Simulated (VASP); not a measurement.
# AlNi3 (Fm-3m) in VASP: further runs, part 2 of 2

VASP 6.6.1. Earlier steps stand in the parts before.

**4. Single point, r2SCAN, collinear spin, ferromagnetic start**

This run uses another cell than the first one, of 10.34 Å³/atom, 0.922 times its volume.

POSCAR reads:

```
AlNi3
1.0
    0.0000000000      2.7446913027      2.7446913027
    2.7446913027      0.0000000000      2.7446913027
    2.7446913027      2.7446913027      0.0000000000
Ni Al
3 1
Direct
    0.7500000000      0.7500000000      0.7500000000
    0.0000000000      0.0000000000      0.0000000000
    0.2500000000      0.2500000000      0.2500000000
    0.5000000000      0.5000000000      0.5000000000
```

INCAR.step1 reads:

```
PREC = Accurate
ENCUT = 520
ISMEAR = -1
SIGMA = 0.05
LREAL = F
LASPH = T
NELM = 150
ISPIN = 2
MAGMOM = 1 1 1 0
LMAXMIX = 4
NBANDS = 28
GGA = PE
ALGO = Normal
EDIFF = 1E-4
LWAVE = T
LCHARG = F
```

INCAR.step2 reads:

```
PREC = Accurate
ENCUT = 520
EDIFF = 1E-6
ISMEAR = -1
SIGMA = 0.05
LREAL = F
LASPH = T
NELM = 150
ALGO = Normal
ISIF = 2
LWAVE = F
LCHARG = T
ISPIN = 2
MAGMOM = 1 1 1 0
LORBIT = 11
LMAXMIX = 4
METAGGA = R2SCAN
LMIXTAU = T
LELF = T
LVHAR = T
NBANDS = 28
ISTART = 1
```

KPOINTS reads:

```
regular mesh
0
Gamma
  8 8 8
```

Potentials or basis: VASP PAW PBE potentials, release 64 (Ni, Al).

Started as:

```
cat potpaw_PBE.64/Ni/POTCAR potpaw_PBE.64/Al/POTCAR > POTCAR
cp INCAR.step1 INCAR
mpirun -np 1 vasp_std > vasp.out
cp INCAR.step2 INCAR
mpirun -np 1 vasp_std > vasp.out
```

OUTCAR:

```text
PREC = Accurate
   ENCUT = 520
   EDIFF = 1E-6
   ISMEAR = -1
   LREAL = F
   LASPH = T
   NELM = 150
   ISIF = 2
   ISPIN = 2
   LORBIT = 11
   METAGGA = R2SCAN
   ISTART = 1

 ion  position               nearest neighbor table
   1  0.750  0.750  0.750-   4 2.38   4 2.38   4 2.38   2 2.38   4 2.38   2 2.38   2 2.38   2 2.38
                             3 2.74   3 2.74   3 2.74   3 2.74   3 2.74   3 2.74
   2  0.000  0.000  0.000-   1 2.38   1 2.38   1 2.38   1 2.38   3 2.38   3 2.38   3 2.38   3 2.38
                             4 2.74   4 2.74   4 2.74   4 2.74   4 2.74   4 2.74
   3  0.250  0.250  0.250-   2 2.38   2 2.38   2 2.38   2 2.38   4 2.38   4 2.38   4 2.38   4 2.38
                             1 2.74   1 2.74   1 2.74   1 2.74   1 2.74   1 2.74
   4  0.500  0.500  0.500-   3 2.38   3 2.38   3 2.38   1 2.38   3 2.38   1 2.38   1 2.38   1 2.38
                             2 2.74   2 2.74   2 2.74   2 2.74   2 2.74   2 2.74

  LATTYP: Found a face centered cubic cell.
 ALAT       =     5.4893826054

  Lattice vectors:

 A1 = (   0.0000000000,   2.7446913027,   2.7446913027)
 A2 = (   2.7446913027,   0.0000000000,   2.7446913027)
[... 1703 lines left out ...]
  --------------------------------------------------------------------------------------
  -------------------------------------------------------------------------------------
  Total        3.7234846      3.7234846      3.7234846      0.0000000      0.0000000     -0.0000000
  in kB      144.2612297    144.2612297    144.2612297      0.0000000      0.0000000     -0.0000000
  external PRESSURE =     144.2612297 kB  Pullay stress =       0.0000000 kB

 VOLUME and BASIS-vectors are now :
 -----------------------------------------------------------------------------
  energy-cutoff  :      520.00
  volume of cell :       41.35
      direct lattice vectors                 reciprocal lattice vectors
     0.000000000  2.744691303  2.744691303    -0.182169849  0.182169849  0.182169849
     2.744691303  0.000000000  2.744691303     0.182169849 -0.182169849  0.182169849
     2.744691303  2.744691303  0.000000000     0.182169849  0.182169849 -0.182169849

 POSITION                                       TOTAL-FORCE (eV/Angst)
 -----------------------------------------------------------------------------------
      4.11704      4.11704      4.11704         0.000000     -0.000000     -0.000000
      0.00000      0.00000      0.00000        -0.000000      0.000000      0.000000
      1.37235      1.37235      1.37235         0.000000      0.000000      0.000000
      2.74469      2.74469      2.74469        -0.000000      0.000000      0.000000
 -----------------------------------------------------------------------------------
    total drift:                                0.000000     -0.000000      0.000000

  FREE ENERGIE OF THE ION-ELECTRON SYSTEM (eV)
  ---------------------------------------------------
  free  energy   TOTEN  =       -43.9430558129 eV

  energy  without entropy=      -43.9270669309  energy(sigma->0) =      -43.93506137

 total charge

# of ion       s       p       d       tot
------------------------------------------
    1        0.524   0.608   8.491   9.623
    2        0.528   0.579   8.457   9.565
    3        0.524   0.608   8.491   9.623
    4        0.417   0.459   0.000   0.876
--------------------------------------------------
tot          1.993   2.254  25.439  29.686

 magnetization (x)

# of ion       s       p       d       tot
------------------------------------------
    1        0.000   0.000   0.000   0.000
    2       -0.000  -0.000  -0.000  -0.000
    3        0.000   0.000   0.000   0.000
    4       -0.000   0.000   0.000   0.000
--------------------------------------------------
tot          0.000   0.000  -0.000  -0.000
```

Wall time 3 min (1 thread of Intel Xeon 6975P-C (Granite Rapids), shared host); peak memory 0.22 GiB.

What came out:

* Free energy: -43.9431 eV
* Pressure: 14.4 GPa
* Net moment: 0.00 μB per cell
* Valence electrons inside the program's atomic spheres: Ni 9.62, 9.56; Al 0.88

Caveat: the PAW data sets were made with another functional, which shifts forces and pressure a little.

**5. Single point, r2SCAN, collinear spin, ferromagnetic start**

This run uses another cell than the first one, of 10.56 Å³/atom, 0.941 times its volume.

POSCAR reads:

```
AlNi3
1.0
    0.0000000000      2.7640207515      2.7640207515
    2.7640207515      0.0000000000      2.7640207515
    2.7640207515      2.7640207515      0.0000000000
Ni Al
3 1
Direct
    0.7500000000      0.7500000000      0.7500000000
    0.0000000000      0.0000000000      0.0000000000
    0.2500000000      0.2500000000      0.2500000000
    0.5000000000      0.5000000000      0.5000000000
```

INCAR.step1 reads:

```
SYSTEM = AlNi3
ALGO = Normal
EDIFF = 1E-4
ENCUT = 520
GGA = PE
ISMEAR = -1
ISPIN = 2
LASPH = .True.
LCHARG = .False.
LMAXMIX = 4
LREAL = .False.
LWAVE = .True.
MAGMOM = 1 1 1 0
NBANDS = 28
NELM = 150
PREC = Accurate
SIGMA = 0.05
```

INCAR.step2 reads:

```
SYSTEM = AlNi3
ALGO = Normal
EDIFF = 1E-6
ENCUT = 520
ISIF = 2
ISMEAR = -1
ISPIN = 2
ISTART = 1
LASPH = .True.
LCHARG = .False.
LMAXMIX = 4
LMIXTAU = .True.
LORBIT = 11
LREAL = .False.
LWAVE = .False.
MAGMOM = 1 1 1 0
METAGGA = R2SCAN
NBANDS = 28
NELM = 150
PREC = Accurate
SIGMA = 0.05
```

KPOINTS reads:

```
k-points
0
Gamma
  8 8 8
  0 0 0
```

Started as:

```
cat potpaw_PBE.64/Ni/POTCAR potpaw_PBE.64/Al/POTCAR > POTCAR
cp INCAR.step1 INCAR
mpirun -np 1 vasp_std > vasp.out
cp INCAR.step2 INCAR
mpirun -np 1 vasp_std > vasp.out
```

Run time: 3.5 min. Hardware: 1 thread of Intel Xeon 6975P-C (Granite Rapids), shared host; peak memory 0.23 GiB.

It converged, with:

```
Free energy                                           : -44.0074 eV
Pressure                                              : 9.1 GPa
Net moment                                            : 0.00 μB per cell
Valence electrons inside the program's atomic spheres : Ni 9.58, 9.52; Al 0.86
```

Levels at points of the mesh, in eV from the Fermi level:
Spin up:
| k point | band 14 | band 15 | band 16 | band 17 | band 18 | band 19 |
| --- | --- | --- | --- | --- | --- | --- |
| (0.00, 0.00, 0.00) | -0.62 | -0.59 | -0.59 | 5.79 | 5.79 | 5.79 |
| (0.50, 0.00, 0.00) | -0.72 | -0.52 | -0.52 | -0.14 | 4.61 | 4.61 |
| (0.50, 0.50, 0.00) | -0.77 | -0.63 | -0.45 | -0.37 | -0.37 | 0.00 |
Spin down:
```csv
k point,band 14,band 15,band 16,band 17,band 18,band 19
"(0.00, 0.00, 0.00)",-0.62,-0.59,-0.59,5.79,5.79,5.79
"(0.50, 0.00, 0.00)",-0.72,-0.52,-0.52,-0.14,4.61,4.61
"(0.50, 0.50, 0.00)",-0.77,-0.63,-0.45,-0.37,-0.37,0.00
```

Caveat: the PAW data sets were made with another functional, which shifts forces and pressure a little.

**6. Single point, PBEsol, collinear spin, ferromagnetic start**

This run uses another cell than the first one, of 11.00 Å³/atom, 0.980 times its volume.

INCAR reads:

```
ALGO = Normal
EDIFF = 1E-6
ENCUT = 590
GGA = PS
GGA_COMPAT = False
ISIF = 2
ISMEAR = -1
ISPIN = 2
LASPH = True
LCHARG = False
LMAXMIX = 4
LORBIT = 11
LREAL = False
LWAVE = False
MAGMOM = 0.5 0.5 0.5 0
NBANDS = 40
NELM = 200
NUPDOWN = 1.5
PREC = Accurate
SIGMA = 0.05
```

KPOINTS reads:

```
k-points
0
Gamma
  7 7 7
```

POSCAR reads:

```
AlNi3
1.0
    0.0000000000      2.8018887551      2.8018887551
    2.8018887551      0.0000000000      2.8018887551
    2.8018887551      2.8018887551      0.0000000000
Ni Al
3 1
Direct
    0.7500000000      0.7500000000      0.7500000000
    0.0000000000      0.0000000000      0.0000000000
    0.2500000000      0.2500000000      0.2500000000
    0.5000000000      0.5000000000      0.5000000000
```

Potentials or basis: VASP PAW PBE potentials, release 64 (Ni_sv_GW, Al).

Started as:

```
cat potpaw_PBE.64/Ni_sv_GW/POTCAR potpaw_PBE.64/Al/POTCAR > POTCAR
mpirun -np 1 vasp_std > vasp.out
```

OUTCAR:

```text
EDIFF = 1E-6
   ENCUT = 590
   GGA = PS
   ISIF = 2
   ISMEAR = -1
   ISPIN = 2
   LASPH = True
   LORBIT = 11
   LREAL = False
   NELM = 200
   NUPDOWN = 1.5
   PREC = Accurate

 ion  position               nearest neighbor table
   1  0.750  0.750  0.750-   4 2.43   2 2.43   4 2.43   2 2.43   4 2.43   4 2.43   2 2.43   2 2.43

   2  0.000  0.000  0.000-   1 2.43   3 2.43   1 2.43   1 2.43   3 2.43   1 2.43   3 2.43   3 2.43
                             4 2.80   4 2.80   4 2.80   4 2.80   4 2.80   4 2.80
   3  0.250  0.250  0.250-   2 2.43   4 2.43   2 2.43   2 2.43   4 2.43   2 2.43   4 2.43   4 2.43

   4  0.500  0.500  0.500-   3 2.43   1 2.43   3 2.43   1 2.43   3 2.43   3 2.43   1 2.43   1 2.43
                             2 2.80   2 2.80   2 2.80   2 2.80   2 2.80   2 2.80

  LATTYP: Found a face centered cubic cell.
 ALAT       =     5.6037775102

  Lattice vectors:

 A1 = (   0.0000000000,   2.8018887551,   2.8018887551)
 A2 = (   2.8018887551,   0.0000000000,   2.8018887551)
[... 1924 lines left out ...]
  --------------------------------------------------------------------------------------
  -------------------------------------------------------------------------------------
  Total       -0.4270715     -0.4270715     -0.4270715      0.0000000      0.0000000      0.0000000
  in kB      -15.5535123    -15.5535123    -15.5535123      0.0000000      0.0000000      0.0000000
  external PRESSURE =     -15.5535123 kB  Pullay stress =       0.0000000 kB

 VOLUME and BASIS-vectors are now :
 -----------------------------------------------------------------------------
  energy-cutoff  :      590.00
  volume of cell :       43.99
      direct lattice vectors                 reciprocal lattice vectors
     0.000000000  2.801888755  2.801888755    -0.178451053  0.178451053  0.178451053
     2.801888755  0.000000000  2.801888755     0.178451053 -0.178451053  0.178451053
     2.801888755  2.801888755  0.000000000     0.178451053  0.178451053 -0.178451053

 POSITION                                       TOTAL-FORCE (eV/Angst)
 -----------------------------------------------------------------------------------
      4.20283      4.20283      4.20283         0.000000     -0.000000      0.000000
      0.00000      0.00000      0.00000        -0.000000      0.000000      0.000000
      1.40094      1.40094      1.40094        -0.000000     -0.000000     -0.000000
      2.80189      2.80189      2.80189        -0.000000      0.000000      0.000000
 -----------------------------------------------------------------------------------
    total drift:                                0.000000     -0.000000      0.000000

  FREE ENERGIE OF THE ION-ELECTRON SYSTEM (eV)
  ---------------------------------------------------
  free  energy   TOTEN  =       -26.6395590722 eV

  energy  without entropy=      -26.5992415705  energy(sigma->0) =      -26.61940032

 total charge

# of ion       s       p       d       f       tot
--------------------------------------------------
    1        2.239   6.326   7.877   0.004  16.446
    2        2.240   6.320   7.837   0.005  16.402
    3        2.239   6.326   7.877   0.004  16.446
    4        0.404   0.421   0.000   0.000   0.825
--------------------------------------------------
tot          7.120  19.395  23.592   0.013  50.120

 magnetization (x)

# of ion       s       p       d       f       tot
--------------------------------------------------
    1        0.007   0.009   0.424   0.000   0.441
    2        0.004   0.009   0.560  -0.000   0.573
    3        0.007   0.009   0.424   0.000   0.441
    4        0.000   0.011   0.000   0.000   0.011
--------------------------------------------------
tot          0.019   0.037   1.409   0.000   1.466
```

OSZICAR:

```text
N       E                     dE             d eps       ncg     rms          rms(c)
DAV:   1     0.109413963042E+04    0.10941E+04   -0.30618E+04  5088   0.498E+03
DAV:   2     0.827270135214E+02   -0.10114E+04   -0.96866E+03  5984   0.149E+03
DAV:   3    -0.329277058546E+02   -0.11565E+03   -0.11102E+03  6312   0.664E+02
DAV:   4    -0.384557280455E+02   -0.55280E+01   -0.54726E+01  6144   0.108E+02
DAV:   5    -0.389228014836E+02   -0.46707E+00   -0.46697E+00  6016   0.323E+01    0.311E+01
DAV:   6    -0.404961578331E+02   -0.15734E+01   -0.12712E+02  4952   0.624E+02    0.322E+01
DAV:   7    -0.264615179299E+02    0.14035E+02   -0.64533E+01  4656   0.375E+02    0.447E+00
DAV:   8    -0.266875546121E+02   -0.22604E+00   -0.30334E+00  6080   0.466E+01    0.270E+00
DAV:   9    -0.267069714822E+02   -0.19417E-01   -0.52414E-01  5568   0.410E+01    0.374E+00
DAV:  10    -0.266395719586E+02    0.67400E-01   -0.32038E-01  5944   0.277E+01    0.642E-01
DAV:  11    -0.266393551837E+02    0.21677E-03   -0.19392E-02  5520   0.307E+00    0.355E-01
DAV:  12    -0.266395374336E+02   -0.18225E-03   -0.21767E-03  6288   0.159E+00    0.205E-01
DAV:  13    -0.266395632835E+02   -0.25850E-04   -0.22287E-04  5672   0.479E-01    0.824E-02
DAV:  14    -0.266395565402E+02    0.67433E-05   -0.10006E-04  6064   0.487E-01    0.184E-02
DAV:  15    -0.266395586808E+02   -0.21406E-05   -0.71643E-06  3560   0.831E-02    0.966E-03
DAV:  16    -0.266395590722E+02   -0.39143E-06   -0.12953E-06  2608   0.611E-02
   1 F= -.26639559E+02 E0= -.26619400E+02  d E =-.403175E-01  mag=     1.5000
```

stdout:

```text
POSCAR found type information on POSCAR NiAl
 POSCAR found :  2 types and       4 ions
 scaLAPACK will be used
 -----------------------------------------------------------------------------
|                                                                             |
|                                                                             |
|     You enforced a specific xc type in the INCAR file but a different       |
|     I HOPE YOU KNOW WHAT YOU ARE DOING!                                     |
|                                                                             |
 -----------------------------------------------------------------------------

 LDA part: xc-table for (Slater+PW92), standard interpolation
 POSCAR, INCAR and KPOINTS ok, starting setup
 FFT: planning ... GRIDC
 FFT: planning ... GRID_SOFT
 FFT: planning ... GRID
 WAVECAR not read
 entering main loop
```

It took 53 s on 1 thread of Intel Xeon 6975P-C (Granite Rapids), shared host; peak memory 0.24 GiB.

Results:

```
Free energy                                           : -26.6396 eV
Pressure                                              : -1.6 GPa
Net moment                                            : 1.50 μB per cell
Site moments                                          : Ni +0.44, +0.57; Al +0.01 μB
Valence electrons inside the program's atomic spheres : Ni 16.45, 16.40; Al 0.82
```

Caveat: the PAW data sets were made with another functional, which shifts forces and pressure a little; the total moment is fixed, so each spin has its own Fermi level.

**7. The runs side by side**

```tsv
level	potentials or basis	fixed moment (μB)	cell	k mesh	cutoff (eV)	second run	gap on the mesh (eV)	pressure (GPa)	moment (μB)
LDA	VASP PAW LDA potentials, release 64 (Ni, Al)	-	a = 3.989 Å, angles 60.0°, 4 atoms	8 × 8 × 8	520	-	none	-10.6	0.00
LDA	VASP PAW LDA potentials, release 64 (Ni, Al)	-	a = 4.015 Å, angles 60.0°, 4 atoms	8 × 8 × 8	520	-	none	-13.7	0.00
r2SCAN	VASP PAW PBE potentials, release 64 (Ni, Al)	-	a = 3.882 Å, angles 60.0°, 4 atoms	8 × 8 × 8	520	-	none	14.4	0.00
r2SCAN	VASP PAW PBE potentials, release 64 (Ni, Al)	-	a = 3.909 Å, angles 60.0°, 4 atoms	8 × 8 × 8	520	-	none	9.1	0.00
PBEsol	VASP PAW PBE potentials, release 64 (Ni_sv_GW, Al)	1.5	a = 3.962 Å, angles 60.0°, 4 atoms	7 × 7 × 7	590	valence_matched	-	-1.6	1.50
```

Alike in all rows: task single point; spin collinear, ferromagnetic start; smearing fermi-dirac 0.05 eV.

Caveats: the PAW data sets were made with another functional, which shifts forces and pressure a little (some runs); the total moment is fixed, so each spin has its own Fermi level (some runs).

Absolute energies hang on the potentials; compare differences alone.
